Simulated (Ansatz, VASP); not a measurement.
# Pt in VASP and in Ansatz

INCAR

```
SYSTEM = Pt
PREC = Accurate
ENCUT = 500
EDIFF = 1E-6
ISMEAR = 0
SIGMA = 0.1
LREAL = .False.
LASPH = .True.
NELM = 120
ALGO = Normal
ISIF = 2
LWAVE = .False.
LCHARG = .True.
GGA = PS
LELF = .True.
LVHAR = .True.
NBANDS = 17
GGA_COMPAT = .False.
```

KPOINTS

```
regular mesh
0
Gamma
  6 6 4
  0 0 0
```

The input POSCAR:

```
Pt
1.0
    2.7252415972      0.0000000000      0.0000000000
   -1.3626207986      2.3601284547      0.0000000000
    0.0000000000      0.0000000000      4.7058832318
Pt
2
Direct
    0.3333333333      0.6666666667      0.2500000000
    0.6666666667      0.3333333333      0.7500000000
```

Input for Ansatz:

```yaml
crystal:
  lattice:
    - [2.7252415972, 0.0, 0.0]
    - [-1.3626207986, 2.3601284547, 0.0]
    - [0.0, 0.0, 4.7058832318]
  atoms:
    - { symbol: Pt, position: [0.3333333333, 0.6666666667, 0.25] }
    - { symbol: Pt, position: [0.6666666667, 0.3333333333, 0.75] }
basis:
  ecutwfc: 420
kpoints:
  mp_grid: { grid: [6, 6, 4] }
hamiltonian:
  xc: pbesol
  pseudopotentials: { kind: paw, azcp: { folder: soft_1 } }
scf:
  occupations: { method: gaussian, width: 0.1 }
output:
  forces: true
  stress: true
  eigenvalues: true
```

Alike in both runs: task single point; functional PBEsol; k mesh 6 × 6 × 4; occupations gaussian, width 0.1 eV; no spin polarisation.

|  | VASP | Ansatz |
| --- | --- | --- |
| version | VASP 6.6.1 | Ansatz 0.2.0 |
| potentials or method | VASP PAW PBE potentials, release 64 (Pt), cutoff 500 eV | scalar-relativistic, plane waves, PAW |
| valence electrons in the cell | 20 | 36 |

Ansatz gave:

| Property | Result |
| --- | --- |
| gap on the k mesh at the Fermi level (eV) | none |
| pressure (GPa) | -0.7 |
| traceless stress, the component that is largest in VASP (GPa) | -1.93 |

Question: Estimate VASP's values.

Answer: gap on the k mesh at the Fermi level (eV): none; pressure (GPa): -1.1; traceless stress, the component that is largest in VASP (GPa): -1.90.

VASP's potentials were made for PBE, not for PBEsol, and Ansatz warns of the same on its side. A gap of «none» marks a metal or a gap that the smearing closes. VASP's potentials hold 20 valence electrons a cell and Ansatz's 36, so a difference there can come from the potentials and not from the codes.

The k mesh is coarse, so the values compare programs but aren't converged. Neither program's run includes spin-orbit coupling.
